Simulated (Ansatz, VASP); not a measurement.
One calculation of GaF, two programs

```
Ga F
1.0
     0.00000    2.84624    2.84624
     2.84624    0.00000    2.84624
     2.84624    2.84624    0.00000
Ga F
1 1
Direct
  0.25000 0.25000 0.25000
  0.00000 0.00000 0.00000
```

Alike in both runs: task single point; functional PBE; k mesh 5 × 5 × 5; occupations fermi-dirac, width 0.04 eV; no spin polarisation.

```csv
,VASP,Ansatz
version,VASP 6.6.1,Ansatz 0.2.0
potentials or method,"VASP PAW PBE potentials, release 64 (Ga_d, F), cutoff 520 eV","all-electron LAPW, scalar-relativistic"
```

```tsv
	VASP	Ansatz	Ansatz less VASP
gap on the k mesh at the Fermi level (eV)	2.72	2.72	+0.003
least direct gap on the mesh (eV)	2.80	2.81	+0.002
pressure (GPa)	-0.1	0.0	+0.11
```

Ansatz ran all-electron here, and VASP with PAW potentials.
